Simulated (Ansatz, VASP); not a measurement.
**Two plane-wave programs on CdTe**

The input INCAR:

```
ALGO     = Normal         # electronic algorithm
EDIFF    = 1E-6           # SCF threshold, eV
ENCUT    = 500            # plane-wave cutoff, eV
GGA_COMPAT= False        
ISIF     = 2              # what is computed and relaxed
ISMEAR   = -1             # smearing method
LASPH    = True           # aspherical terms in the spheres
LCHARG   = True           # write CHGCAR
LELF     = True           # ELF
LREAL    = False          # projectors in reciprocal space
LVHAR    = True         
LWAVE    = False          # write WAVECAR
NBANDS   = 26             # bands
NELM     = 120            # most SCF steps
PREC     = Accurate       # precision mode
SIGMA    = 0.1            # smearing width, eV
```

File KPOINTS:

```
k-points
0
Gamma
  6 6 4
```

File POSCAR:

```
CdTe
1.0
    3.0027164828     -3.0314359883      0.0000000000
    3.0027164828      3.0314359883      0.0000000000
    0.0000000000      0.0000000000      5.9663180922
Cd Te
2 2
Direct
    0.2770300000      0.7229700000      0.7500000000
    0.7229700000      0.2770300000      0.2500000000
    0.7661370000      0.2338630000      0.7500000000
    0.2338630000      0.7661370000      0.2500000000
```

Input for Ansatz:

```yaml
crystal:
  lattice:
    - [3.0027164827708326, -3.0314359883061552, 0.0]
    - [3.0027164827708326, 3.0314359883061552, 0.0]
    - [0.0, 0.0, 5.966318092220653]
  atoms:
    - { symbol: Cd, position: [0.27703, 0.72297, 0.75] }
    - { symbol: Cd, position: [0.72297, 0.27703, 0.25] }
    - { symbol: Te, position: [0.766137, 0.233863, 0.75] }
    - { symbol: Te, position: [0.233863, 0.766137, 0.25] }
basis:
  ecutwfc: 500.0
kpoints:
  mp_grid:
    grid: [6, 6, 4]
hamiltonian:
  xc: lda
scf:
  occupations:
    method: fermi_dirac
    width: 0.1
output:
  stress: true
```

Alike in both runs: task single point; functional LDA; k mesh 6 × 6 × 4; occupations fermi-dirac, width 0.1 eV; no spin polarisation.

```csv
,VASP,Ansatz
version,VASP 6.6.1,Ansatz 0.2.0
potentials or method,"VASP PAW LDA potentials, release 64 (Cd, Te), cutoff 500 eV","plane waves, PAW"
valence electrons in the cell,36,72
```

|  | VASP | Ansatz | Ansatz less VASP |
| --- | --- | --- | --- |
| pressure (GPa) | -1.9 | -2.2 | -0.32 |
| traceless stress, the component that is largest in VASP (GPa) | -0.08 | -0.06 | +0.014 |

LDA's correlation is that of Perdew and Zunger in VASP and of Perdew and Wang (1992) in Ansatz. VASP's potentials hold 36 valence electrons a cell and Ansatz's 72, so a difference there can come from the potentials and not from the codes.

Spin-orbit coupling is off throughout.
